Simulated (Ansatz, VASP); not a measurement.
**Two plane-wave programs on C**

```xyz
2
Lattice="0.0000 1.7800 1.7800 1.7800 0.0000 1.7800 1.7800 1.7800 0.0000" Properties=species:S:1:pos:R:3 pbc="T T T"
C     0.0000    0.0000    0.0000
C     0.8900    0.8900    0.8900
```

Alike in both runs: functional r2SCAN; k mesh 8 × 8 × 8; occupations gaussian, width 0.1 eV; no spin polarisation.

Ansatz relaxed the structure, and its values are those at the end. VASP's run is a single point on that final structure, the one shown.

|  | VASP | Ansatz |
| --- | --- | --- |
| version | VASP 6.6.1 | Ansatz 0.2.0 |
| potentials or method | VASP PAW PBE potentials, release 64 (C), cutoff 520 eV | scalar-relativistic, plane waves, PAW |
| valence electrons in the cell | 8 | 8 |

|  | VASP | Ansatz | Ansatz less VASP |
| --- | --- | --- | --- |
| gap on the k mesh at the Fermi level (eV) | 4.34 | 4.37 | +0.029 |
| least direct gap on the mesh (eV) | 5.85 | 5.90 | +0.045 |
| pressure (GPa) | 1.2 | 0.1 | -1.11 |

VASP's potentials were made for PBE, not for r2SCAN. With one functional, cell and mesh, what is left measures potentials, basis and numerics.
